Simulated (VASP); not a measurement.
Set up this calculation in VASP 6.6.1, as the native input.

```yaml
Task: single point
Functional: PBE
Potentials_or_basis: VASP PAW PBE potentials, release 64 (Mg, S, I)
Cutoff: 520 eV
k_mesh: 14 × 14 × 6
Occupations: gaussian, width 0.1 eV
Spin: no spin polarisation
Dipole_correction: no
Further_INCAR_settings: ALGO = Normal; EDIFF = 1e-06; NBANDS = 14
```

The structure of MgSI lies in POSCAR:

```
MgSI
1.0
    3.4510377502      0.0000000000      0.0000000000
    0.0000000000      3.4510377502      0.0000000000
    0.0000000000      0.0000000000     10.0473142447
Mg S I
1 1 1
Direct
    0.0000000000      0.0000000000      0.0000000000
    0.5000000000      0.5000000000      0.0000000000
    0.5000000000      0.5000000000      0.5000000000
```

These files were run (other wordings do the same):

INCAR

```
SYSTEM = MgSI
  PREC = Accurate
  ENCUT = 520
  EDIFF = 1E-6
  ISMEAR = 0
  SIGMA = 0.1
  LREAL = .False.
  LASPH = .True.
  NELM = 100
  ALGO = Normal
  ISIF = 2
  LWAVE = .False.
  LCHARG = .True.
  GGA = PE
  LELF = .True.
  LVHAR = .True.
  NBANDS = 14
```

KPOINTS

```
regular mesh
0
Gamma
  14 14 6
  0 0 0
```

Potentials or basis: VASP PAW PBE potentials, release 64 (Mg, S, I).

Run with:

```sh
$ cat potpaw_PBE.64/Mg/POTCAR potpaw_PBE.64/S/POTCAR potpaw_PBE.64/I/POTCAR > POTCAR
$ mpirun -np 1 vasp_std > vasp.out
```

It gave:

```yaml
Pressure: -0.1 GPa
```

Caveat: this functional lacks dispersion, which binds the layers, so the pressure and a relaxed spacing across them are unreliable; an odd number of electrons without spin polarisation forces a metal; a magnetic or distorted state may lie lower.

It took 100 s on 1 thread of Intel(R) Xeon(R) 6975P-C (Granite Rapids), on a shared host, peak memory 0.45 GiB.
